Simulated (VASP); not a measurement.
# K (Im-3m) in VASP: further runs

K is run at these levels: r2SCAN; tasks: single point.

Program: VASP 6.6.1. These are calculated values, not measurements. Logs are shortened: lines on timing, memory, paths and dates and some standing lists are left out, and cuts for length are marked.

### 1 The cell of the first run

Symmetry: Im-3m, No. 229, cubic system. The conventional cell has a = 5.340 Å, b = 5.340 Å, c = 5.340 Å, α = 90.00°, β = 90.00°, γ = 90.00°.

### 2 Single point, r2SCAN

POSCAR reads:

```
K
1.0
   -2.6699463634      2.6699463634      2.6699463634
    2.6699463634     -2.6699463634      2.6699463634
    2.6699463634      2.6699463634     -2.6699463634
K
1
Direct
    0.0000000000      0.0000000000      0.0000000000
```

INCAR.step1 reads:

```
SYSTEM = K
  PREC = Accurate
  ENCUT = 520
  ISMEAR = 1
  SIGMA = 0.3
  LREAL = .False.
  LASPH = .True.
  NELM = 100
  NBANDS = 10
  GGA = PE
  ALGO = Normal
  EDIFF = 1E-4
  LWAVE = .True.
  LCHARG = .False.
```

INCAR.step2 reads:

```
SYSTEM = K
  PREC = Accurate
  ENCUT = 520
  EDIFF = 1E-6
  ISMEAR = 1
  SIGMA = 0.3
  LREAL = .False.
  LASPH = .True.
  NELM = 100
  ALGO = Normal
  ISIF = 2
  LWAVE = .False.
  LCHARG = .False.
  METAGGA = R2SCAN
  LMIXTAU = .True.
  NBANDS = 10
  ISTART = 1
```

KPOINTS reads:

```
regular mesh
0
Gamma
  8 8 8
  0 0 0
```

Potentials or basis: VASP PAW PBE potentials, release 64 (K_sv).

Run with:

```console
> cat potpaw_PBE.64/K_sv/POTCAR > POTCAR
> cp INCAR.step1 INCAR
> mpirun -np 1 vasp_std > vasp.out
> cp INCAR.step2 INCAR
> mpirun -np 1 vasp_std > vasp.out
```

OUTCAR:

```text
SYSTEM = K
   PREC = Accurate
   ENCUT = 520
   EDIFF = 1E-6
   ISMEAR = 1
   LREAL = .False.
   LASPH = .True.
   NELM = 100
   ISIF = 2
   METAGGA = R2SCAN
   ISTART = 1

 ion  position               nearest neighbor table
   1  0.000  0.000  0.000-

  LATTYP: Found a body centered cubic cell.
 ALAT       =     5.3398927268

  Lattice vectors:

 A1 = (  -2.6699463634,   2.6699463634,   2.6699463634)
 A2 = (   2.6699463634,  -2.6699463634,   2.6699463634)
 A3 = (   2.6699463634,   2.6699463634,  -2.6699463634)

Analysis of symmetry for initial positions (statically):
=====================================================================
 Subroutine PRICEL returns:
 Original cell was already a primitive cell.

 Routine SETGRP: Setting up the symmetry group for a
 body centered cubic supercell.

 Subroutine GETGRP returns: Found 48 space group operations
 (whereof 48 operations were pure point group operations)
 out of a pool of 48 trial point group operations.

The static configuration has the point symmetry O_h .

Analysis of symmetry for dynamics (positions and initial velocities):
=====================================================================
 Subroutine PRICEL returns:
 Original cell was already a primitive cell.

 Routine SETGRP: Setting up the symmetry group for a
 body centered cubic supercell.

 Subroutine GETGRP returns: Found 48 space group operations
 (whereof 48 operations were pure point group operations)
 out of a pool of 48 trial point group operations.

The dynamic configuration has the point symmetry O_h .

 Subroutine INISYM returns: Found 48 space group operations
 (whereof 48 operations are pure point group operations),
 and found     1 'primitive' translations

----------------------------------------------------------------------------------------

                                     Primitive cell

  volume of cell :      76.1321

  direct lattice vectors                    reciprocal lattice vectors
    -2.669946363  2.669946363  2.669946363     0.000000000  0.187269680  0.187269680
     2.669946363 -2.669946363  2.669946363     0.187269680  0.000000000  0.187269680
     2.669946363  2.669946363 -2.669946363     0.187269680  0.187269680  0.000000000

  length of vectors
     4.624482755  4.624482755  4.624482755     0.264839321  0.264839321  0.264839321

  position of ions in fractional coordinates (direct lattice)
     0.000000000  0.000000000  0.000000000

  ion indices of the primitive-cell ions
   primitive index   ion index
                 1           1

----------------------------------------------------------------------------------------

 KPOINTS: regular mesh

Automatic generation of k-mesh.
 Grid dimensions read from file:
 generate k-points for:    8    8    8

 Generating k-lattice:

  Cartesian coordinates                     Fractional coordinates (reciprocal lattice)
     0.000000000  0.023408710  0.023408710     0.125000000  0.000000000  0.000000000
     0.023408710  0.000000000  0.023408710     0.000000000  0.125000000  0.000000000
     0.023408710  0.023408710  0.000000000     0.000000000  0.000000000  0.125000000

  Length of vectors
     0.033104915  0.033104915  0.033104915

  Shift w.r.t. Gamma in fractional coordinates (k-lattice)
     0.000000000  0.000000000  0.000000000

 Subroutine IBZKPT returns following result:
 ===========================================

 Found     29 irreducible k-points:

 Following reciprocal coordinates:
            Coordinates               Weight
  0.000000  0.000000  0.000000      1.000000
  0.125000  0.000000  0.000000     12.000000
  0.250000  0.000000  0.000000     12.000000
  0.375000  0.000000  0.000000     12.000000
  0.500000  0.000000  0.000000      6.000000
  0.125000  0.125000  0.000000     24.000000
[... 16 lines left out ...]
 -0.250000  0.250000  0.250000      6.000000
 -0.375000  0.375000  0.250000     24.000000
 [... further k-points ...]
   k-points           NKPTS =     29   k-points in BZ     NKDIM =     29   number of bands    NBANDS=     10
   number of dos      NEDOS =    301   number of ions     NIONS =      1
   total plane-waves  NPLWV =  46656
   dimension x,y,z NGX =    36 NGY =   36 NGZ =   36
   dimension x,y,z NGXF=    72 NGYF=   72 NGZF=   72
   ions per type =               1
   NGX,Y,Z   is equivalent  to a cutoff of  12.94, 12.94, 12.94 a.u.
   NGXF,Y,Z  is equivalent  to a cutoff of  25.88, 25.88, 25.88 a.u.
 SYSTEM =  K
   PREC   = accura    normal or accurate (medium, high low for compatibility)
   ISTART =      1    job   : 0-new  1-cont  2-samecut
   ICHARG =      0    charge: 1-file 2-atom 10-const
   ISPIN  =      1    spin polarized calculation?
   LNONCOLLINEAR =      F non collinear calculations
   LSORBIT =      F    spin-orbit coupling
   LASPH  =      T    aspherical Exc in radial PAW
   ENCUT  =  520.0 eV  38.22 Ry    6.18 a.u.   8.60  8.60  8.60*2*pi/ulx,y,z
   NELM   =    100;   NELMIN=  2; NELMDL=  0     # of ELM steps
   EDIFF  = 0.1E-05   stopping-criterion for ELM
   LREAL  =      F    real-space projection
   EDIFFG = 0.1E-04   stopping-criterion for IOM
   NSW    =      0    number of steps for IOM
   IBRION =     -1    ionic relax: 0-MD 1-quasi-New 2-CG
   NFREE  =      0    steps in history (QN), initial steepest desc. (CG)
   ISIF   =      2    stress and relaxation
   ISYM   =      2    0-nonsym 1-usesym 2-fastsym
   POTIM  = 0.5000    time-step for ionic-motion
   TEBEG  =    0.0;   TEEND  =   0.0 temperature during run
   PSTRESS=    0.0 pullay stress
   NELECT =       9.0000    total number of electrons
   NUPDOWN=      -1.0000    fix difference up-down
   EMIN   =  10.00;   EMAX   =-10.00  energy-range for DOS
   EFERMI =   0.00;   METHOD = LEGACY
   ISMEAR =     1;   SIGMA  =   0.30  broadening in eV -4-tet -1-fermi 0-gaus
   EFERMI_NEDOS =   21; number of points for ismear=-14 and -15
   IALGO  =     38    algorithm
   IMIX   =      4    mixing-type and parameters
     AMIX     =   0.40;   BMIX     =  1.00
     AMIX_MAG =   1.60;   BMIX_MAG =  1.00
  volume/ion in A,a.u.               =      76.13       513.76
  Fermi-wavevector in a.u.,A,eV,Ry     =   0.803464  1.518327  8.783303  0.645555
  Thomas-Fermi vector in A             =   1.911336
   LORBIT       =      0    0 simple, 1 ext, 2 COOP (PROOUT), +10 PAW based schemes
   METAGGA = R2SCAN    functional components
   LHFCALC =     F    Hartree Fock is set to
   AEXX    =    0.0000 exact exchange contribution
   IVDW    =     0    specifies the selected vdW correction
   LEPSILON=     F    determine dielectric tensor
   LRPA    =     F    only Hartree local field effects (RPA)
 non-spin polarized calculation
 Methfessel and Paxton  Order N= 1 SIGMA  =   0.30
  energy-cutoff  :      520.00
  volume of cell :       76.13
 maximum number of plane-waves:      2093
 NGX is ok and might be reduce to    36
   NGX = 17   NGY = 17   NGZ = 17

 number of electron       9.0000001 magnetization

 Free energy of the ion-electron system (eV)
  ---------------------------------------------------
  ext. energy  EPLUGINS =         0.00000000
  ---------------------------------------------------
  free energy    TOTEN  =        -6.00807042 eV

  energy without entropy =       -6.00324035  energy(sigma->0) =       -6.00646040

 E-fermi :  -0.1240     XC(G=0):  -5.8198

 val. band max:       -0.1802196471   @ k =   0.2500   0.2500   0.0000
 cond. band min:      -0.0295014185   @ k =  -0.3750   0.3750   0.2500
 fundamental gap:      0.1507182286
 Fermi energy:        -0.1240322274

 k-point     1 :       0.0000    0.0000    0.0000
  band No.  band energies     occupation
      1     -33.8167      2.00000
      2     -16.4902      2.00000
      3     -16.4902      2.00000
      4     -16.4902      2.00000
      5      -2.3928      2.00000
      6       4.5785     -0.00000
      7       4.5786     -0.00000
      8       4.5786     -0.00000
      9       5.5204     -0.00000
     10       5.5204     -0.00000

 k-point     2 :       0.1250    0.0000    0.0000
  band No.  band energies     occupation
      1     -33.8161      2.00000
      2     -16.4993      2.00000
      3     -16.4931      2.00000
      4     -16.4901      2.00000
      5      -2.1921      2.00000
      6       4.1870     -0.00000
      7       4.3142     -0.00000
      8       4.7346     -0.00000
      9       5.2678     -0.00000
     10       5.4606     -0.00000

 k-point     3 :       0.2500    0.0000    0.0000
  band No.  band energies     occupation
      1     -33.8148      2.00000
      2     -16.5211      2.00000
      3     -16.5003      2.00000
      4     -16.4901      2.00000
      5      -1.6083      2.00000
      6       3.0355     -0.00000
      7       3.8327     -0.00000
      8       5.1938     -0.00000
      9       5.3353     -0.00000
     10       5.4339     -0.00000

 k-point     4 :       0.3750    0.0000    0.0000
  band No.  band energies     occupation
      1     -33.8135      2.00000
      2     -16.5426      2.00000
      3     -16.5076      2.00000
      4     -16.4901      2.00000
      5      -0.6956      2.02145
      6       1.7371     -0.00000
      7       3.4674     -0.00000
      8       5.3367     -0.00000
      9       5.6254     -0.00000
     10       5.9292      0.00000
[... 222 lines left out ...]
 k-point    22 :       0.2500    0.2500    0.2500
  band No.  band energies     occupation
      1     -33.8128      2.00000
      2     -16.5199      2.00000
      3     -16.5199      2.00000
      4     -16.5199      2.00000
      5       1.3894     -0.00000
      6       1.3895     -0.00000
      7       1.3895     -0.00000
      8       3.4208     -0.00000
      9       6.1645      0.00000
     10       6.1645      0.00000

 k-point    23 :      -0.2500    0.2500    0.2500
  band No.  band energies     occupation
      1     -33.8132      2.00000
      2     -16.5220      2.00000
      3     -16.5113      2.00000
      4     -16.5113      2.00000
      5      -0.8734      2.00234
      6       2.9505     -0.00000
      7       3.6741     -0.00000
      8       3.6742     -0.00000
      9       5.4155     -0.00000
     10       5.4651     -0.00000

 k-point    24 :      -0.3750    0.3750    0.2500
  band No.  band energies     occupation
      1     -33.8121      2.00000
      2     -16.5358      2.00000
      3     -16.5191      2.00000
      4     -16.5129      2.00000
      5      -0.0295      0.49490
      6       2.0793     -0.00000
      7       3.5138     -0.00000
      8       3.5718     -0.00000
      9       4.8903     -0.00000
     10       6.0070      0.00000

 [... further k-points ...]

------------------------ aborting loop because EDIFF is reached ----------------------------------------

  FORCE on cell =-STRESS in cart. coord.  units (eV):
  Direction    XX          YY          ZZ          XY          YZ          ZX
  --------------------------------------------------------------------------------------
  -------------------------------------------------------------------------------------
  Total       -0.0011563     -0.0011563     -0.0011563      0.0000000      0.0000000     -0.0000000
  in kB       -0.0243341     -0.0243341     -0.0243341      0.0000000      0.0000000     -0.0000000
  external PRESSURE =      -0.0243341 kB  Pullay stress =       0.0000000 kB

 VOLUME and BASIS-vectors are now :
 -----------------------------------------------------------------------------
  energy-cutoff  :      520.00
  volume of cell :       76.13
      direct lattice vectors                 reciprocal lattice vectors
    -2.669946363  2.669946363  2.669946363     0.000000000  0.187269680  0.187269680
     2.669946363 -2.669946363  2.669946363     0.187269680  0.000000000  0.187269680
     2.669946363  2.669946363 -2.669946363     0.187269680  0.187269680  0.000000000

 POSITION                                       TOTAL-FORCE (eV/Angst)
 -----------------------------------------------------------------------------------
      0.00000      0.00000      0.00000         0.000000     -0.000000      0.000000
 -----------------------------------------------------------------------------------
    total drift:                               -0.000000      0.000000      0.000000

  FREE ENERGIE OF THE ION-ELECTRON SYSTEM (eV)
  ---------------------------------------------------
  free  energy   TOTEN  =        -6.0080704218 eV

  energy  without entropy=       -6.0032403466  energy(sigma->0) =       -6.00646040
```

Wall time 40 s (1 thread of Intel Xeon Platinum 8559C (Emerald Rapids), shared host); peak memory 0.21 GiB.

Results:

```
Free energy            : -6.0081 eV
Pressure               : 0.0 GPa
Band gap on the k mesh : zero (an odd number of electrons rules out a gap without spin polarisation)
```

Levels at points of the mesh, in eV from the Fermi level:
```
           k point  band 1  band 2  band 3  band 4  band 5  band 6  band 7  band 8
(0.00, 0.00, 0.00)  -33.69  -16.37  -16.37  -16.37   -2.27    4.70    4.70    4.70
(0.50, 0.00, 0.00)  -33.69  -16.43  -16.39  -16.37    0.56    0.61    3.46    5.34
(0.50, 0.50, 0.50)  -33.69  -16.41  -16.41  -16.41    1.78    1.78    3.66    3.66
```

Caveat: so wide a smearing shifts energies and pressures; the PAW data sets were made with another functional, which shifts forces and pressure a little.

[end of part 1 of 2]

The gap in the log of VASP goes by the Fermi energy; the results here count the filled bands.